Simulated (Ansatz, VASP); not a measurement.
## Two plane-wave programs on Al2Cu

Contents of INCAR:

```
  ALGO = Fast
  EDIFF = 1E-6
  ENCUT = 520
  GGA = PS
  ISIF = 2
  ISMEAR = 0
  LASPH = True
  LCHARG = True
  LELF = True
  LREAL = False
  LVHAR = True
  LWAVE = False
  NBANDS = 16
  NELM = 80
  PREC = Accurate
  SIGMA = 0.15
```

Contents of KPOINTS:

```
k-points
0
Gamma
  16 16 16
```

Contents of POSCAR:

```
Al2Cu
1.0
   -2.0246315468      2.0246315468      2.8630136658
    2.0246315468     -2.0246315468      2.8630136658
    2.0246315468      2.0246315468     -2.8630136658
Al Cu
2 1
Direct
    0.7500000000      0.2500000000      0.5000000000
    0.2500000000      0.7500000000      0.5000000000
    0.4476076549      0.4105638777     -0.0370437772
```

Input for Ansatz:

```yaml
crystal:
  lattice:
    - [-2.0246315468, 2.0246315468, 2.8630136658]
    - [2.0246315468, -2.0246315468, 2.8630136658]
    - [2.0246315468, 2.0246315468, -2.8630136658]
  atoms:
    - { symbol: Al, position: [0.75, 0.25, 0.5] }
    - { symbol: Al, position: [0.25, 0.75, 0.5] }
    - { symbol: Cu, position: [0.4476076549, 0.4105638777, -0.0370437772] }
basis:
  ecutwfc: 420
kpoints:
  mp_grid: { grid: [16, 16, 16] }
hamiltonian:
  xc: pbesol
scf:
  occupations: { method: gaussian, width: 0.15 }
output:
  forces: true
  stress: true
  eigenvalues: true
```

Alike in both runs: task single point; functional PBEsol; k mesh 16 × 16 × 16; occupations gaussian, width 0.15 eV; no spin polarisation.

```csv
,VASP,Ansatz
version,VASP 6.6.1,Ansatz 0.2.0
potentials or method,"VASP PAW PBE potentials, release 64 (Al, Cu), cutoff 520 eV","scalar-relativistic, plane waves, PAW"
valence electrons in the cell,17,25
```

```tsv
	VASP	Ansatz	Ansatz less VASP
gap on the k mesh at the Fermi level (eV)	none	none	-
pressure (GPa)	4.4	4.3	-0.05
traceless stress, the component that is largest in VASP (GPa)	3.55	3.56	+0.004
rms of the force components (eV/Å)	1.177	1.177	-0.0005
```

VASP's potentials were made for PBE, not for PBEsol. Atom by atom the forces differ by 0.001 eV/Å (rms over components). A gap of «none» marks a metal or a gap that the smearing closes. With one functional, cell and mesh, what is left measures potentials, basis and numerics. VASP's potentials hold 17 valence electrons a cell and Ansatz's 25, so a difference there can come from the potentials and not from the codes.
